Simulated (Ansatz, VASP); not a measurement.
**Two plane-wave programs on Tl**

```
Tl
1.0
     0.00000    3.57322    3.57322
     3.57322    0.00000    3.57322
     3.57322    3.57322    0.00000
Tl
2
Direct
  0.12500 0.12500 0.12500
  0.87500 0.87500 0.87500
```

Alike in both runs: task single point; functional PBEsol; k mesh 9 × 9 × 9; occupations fermi-dirac, width 0.1 eV; no spin polarisation.

|  | VASP | Ansatz |
| --- | --- | --- |
| version | VASP 6.6.1 | Ansatz 0.2.0 |
| potentials or method | VASP PAW PBE potentials, release 64 (Tl_d), cutoff 520 eV | plane waves (420 eV) with PAW, scalar-relativistic |
| valence electrons in the cell | 26 | 26 |

|  | VASP | Ansatz | Ansatz less VASP |
| --- | --- | --- | --- |
| pressure (GPa) | -1.6 | -1.6 | +0.05 |

VASP's potentials were made for PBE, not for PBEsol, and Ansatz warns of the same on its side.

Neither program's run includes spin-orbit coupling.
